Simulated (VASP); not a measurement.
Co, 2 atoms in the cell. Symmetry: Im-3m, No. 229, cubic system. The conventional cell has a = 2.698 Å, b = 2.698 Å, c = 2.698 Å, α = 90.00°, β = 90.00°, γ = 90.00°. Co (site symmetry m-3m) has 14 Co at 2.34 to 2.70 Å within 3.1 Å. This isn't the form of Co at room conditions, which is hcp.

- Program: VASP 6.6.1
- Task: single point
- Functional: PBE
- Potentials or basis: VASP PAW PBE potentials, release 64 (Co)
- Cutoff: 520 eV
- k mesh: 19 × 19 × 19
- Occupations: fermi-dirac, width 0.05 eV
- Spin: collinear spin, ferromagnetic start
- Starting moments: [-1.792, -1.792] μB
- Dipole correction: no
- Further INCAR settings: ALGO = Normal; EDIFF = 1e-06; NBANDS = 20

Potentials or basis: VASP PAW PBE potentials, release 64 (Co).

Command:

```bash
$ cat potpaw_PBE.64/Co/POTCAR > POTCAR
$ mpirun -np 1 vasp_std > vasp.out
```

Hardware: 1 thread of Intel(R) Xeon(R) 6975P-C (Granite Rapids), on a shared host.

Question: How long does it take, and how much memory?

Answer: Run time: 68 s on 1 thread of Intel(R) Xeon(R) 6975P-C (Granite Rapids) (shared host), peak memory 0.22 GiB. Counts: scf iterations 14, k points 220.
